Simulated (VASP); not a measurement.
Input of a VASP 6.6.1 run:

INCAR

```
ALGO = Normal
EDIFF = 1E-6
ENCUT = 500
GGA = PE
GGA_COMPAT = False
ISIF = 2
ISMEAR = 0
LASPH = True
LCHARG = False
LREAL = False
LWAVE = False
NBANDS = 24
NELM = 120
PREC = Accurate
SIGMA = 0.15
```

File KPOINTS:

```
k-points
0
Gamma
  3 3 2
```

File POSCAR:

```
In2SiH2
1.0
    4.6456491372      0.0000000000      0.0000000000
   -2.3228245686      4.0232501699      0.0000000000
    0.0000000000      0.0000000000      4.6551235114
In Si H
2 1 2
Direct
    0.3333333333      0.6666666667      0.0000000000
    0.6666666667      0.3333333333      0.0000000000
    0.0000000000      0.0000000000      0.5000000000
    0.3333333333      0.6666666667      0.5000000000
    0.6666666667      0.3333333333      0.5000000000
```

Potentials or basis: VASP PAW PBE potentials, release 64 (In_d, Si, H).

The run is started by

```console
$ cat potpaw_PBE.64/In_d/POTCAR potpaw_PBE.64/Si/POTCAR potpaw_PBE.64/H/POTCAR > POTCAR
$ mpirun -np 1 vasp_std > vasp.out
```

Estimate the pressure.

-0.1 GPa.

Estimate the band gap on the k mesh.

zero (band 16 reaches 5.99 eV, above the bottom of band 17 at 5.44 eV).

Stress tensor (GPa, compression positive):
```
-0.04  0.00  0.00
 0.00 -0.04  0.00
 0.00  0.00 -0.13
```

Caveat: the k points lie up to 0.67 Å⁻¹ apart; spin-orbit coupling is left out, which moves the levels of the heavy elements.
